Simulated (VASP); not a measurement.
Here is a VASP 6.6.1 calculation.

The input POSCAR:

```
TaN
1.0
    0.0000000000      2.1790013100      2.1790013100
    2.1790013100      0.0000000000      2.1790013100
    2.1790013100      2.1790013100      0.0000000000
Ta N
1 1
Direct
    0.5000000000      0.5000000000      0.5000000000
    0.0000000000      0.0000000000      0.0000000000
```

Contents of INCAR.step1:

```
PREC     = Accurate       # precision mode
ENCUT    = 520            # plane-wave cutoff, eV
ISMEAR   = 0              # smearing method
SIGMA    = 0.05           # smearing width, eV
LREAL    = False          # projectors in reciprocal space
LASPH    = True           # aspherical terms in the spheres
NELM     = 150            # most SCF steps
ISPIN    = 2              # spin polarisation
MAGMOM   = 2 0            # initial moments
LMAXMIX  = 4              # l up to which the mixer works
LDAU     = True           # DFT+U
LDAUTYPE = 2            
LDAUL    = 2 -1           # shell
LDAUU    = 1 0            # U, eV
LDAUJ    = 0 0          
NBANDS   = 19             # bands
GGA      = PE             # functional
ALGO     = Normal         # electronic algorithm
EDIFF    = 1E-4           # SCF threshold, eV
LWAVE    = True           # write WAVECAR
LCHARG   = False          # write CHGCAR
```

Contents of INCAR.step2:

```
PREC     = Accurate       # precision mode
ENCUT    = 520            # plane-wave cutoff, eV
EDIFF    = 1E-7           # SCF threshold, eV
ISMEAR   = 0              # smearing method
SIGMA    = 0.05           # smearing width, eV
LREAL    = False          # projectors in reciprocal space
LASPH    = True           # aspherical terms in the spheres
NELM     = 150            # most SCF steps
ALGO     = Normal         # electronic algorithm
ISIF     = 2              # what is computed and relaxed
LWAVE    = False          # write WAVECAR
LCHARG   = True           # write CHGCAR
ISPIN    = 2              # spin polarisation
MAGMOM   = 2 0            # initial moments
LORBIT   = 11             # projections on sites
LMAXMIX  = 4              # l up to which the mixer works
LDAU     = True           # DFT+U
LDAUTYPE = 2            
LDAUL    = 2 -1           # shell
LDAUU    = 1 0            # U, eV
LDAUJ    = 0 0          
LDAUPRINT= 1            
METAGGA  = R2SCAN         # meta-GGA
LMIXTAU  = True         
LELF     = True           # ELF
LVHAR    = True         
NBANDS   = 19             # bands
ISTART   = 1
```

File KPOINTS:

```
regular mesh
0
Gamma
  7 7 7
```

Potentials or basis: VASP PAW PBE potentials, release 64 (Ta_pv, N).

The run is started by

```console
$ cat potpaw_PBE.64/Ta_pv/POTCAR potpaw_PBE.64/N/POTCAR > POTCAR
$ cp INCAR.step1 INCAR
$ mpirun -np 1 vasp_std > vasp.out
$ cp INCAR.step2 INCAR
$ mpirun -np 1 vasp_std > vasp.out
```

Q: What does it give for the pressure?

A: 14.8 GPa.

Q: Estimate the band gap on the k mesh.

A: Zero (filled and empty bands overlap).

Eigenvalues of the final occupation matrices:
```csv
site,spin,trace,eigenvalues
site 1 d,1,1.25,0.22 0.22 0.27 0.27 0.27
site 1 d,2,1.25,0.22 0.22 0.27 0.27 0.27
```

Caveat: the PAW data sets were made with another functional, which shifts forces and pressure a little; spin-orbit coupling is left out, which moves the levels of the heavy elements. The state reached can hang on the start; a lower one may exist.
